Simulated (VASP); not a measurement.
Wanted: the native input for a VASP 6.6.1 run.

```
Task                   : single point
Functional             : PBEsol
Potentials or basis    : VASP PAW PBE potentials, release 64 (B, As)
Cutoff                 : 500 eV
k mesh                 : 6 × 6 × 6
Occupations            : gaussian, width 0.01 eV
Spin                   : no spin polarisation
Dipole correction      : no
Further INCAR settings : ALGO = Normal; EDIFF = 1e-06; NBANDS = 11
```

The structure of BAs lies in POSCAR:

```
BAs
1.0
    0.0000000000      2.3350974530      2.3350974530
    2.3350974530      0.0000000000      2.3350974530
    2.3350974530      2.3350974530      0.0000000000
B As
1 1
Direct
    0.0000000000      0.0000000000      0.0000000000
    0.2500000000      0.2500000000      0.2500000000
```

These files were run (other wordings do the same):

INCAR

```
SYSTEM = BAs
ALGO = Normal ; EDIFF = 1E-6
ENCUT = 500 ; GGA = PS
GGA_COMPAT = .False. ; ISIF = 2
ISMEAR = 0 ; LASPH = .True.
LCHARG = .False. ; LREAL = .False.
LWAVE = .False. ; NBANDS = 11
NELM = 120 ; PREC = Accurate
SIGMA = 0.01
```

KPOINTS

```
k-points
0
Gamma
  6 6 6
  0 0 0
```

Potentials or basis: VASP PAW PBE potentials, release 64 (B, As).

Launch:

```console
$ cat potpaw_PBE.64/B/POTCAR potpaw_PBE.64/As/POTCAR > POTCAR
$ mpirun -np 1 vasp_std > vasp.out
```

It gave:

| Property | Result |
| --- | --- |
| Pressure | 11.1 GPa |
| Band gap on the k mesh | 1.12 eV, indirect (least direct gap 3.32 eV) |

Caveat: the PAW data sets were made with another functional, which shifts forces and pressure a little.

It took 2.2 s on 1 thread of Intel(R) Xeon(R) 6975P-C (Granite Rapids), with other jobs on the host, peak memory 0.13 GiB.
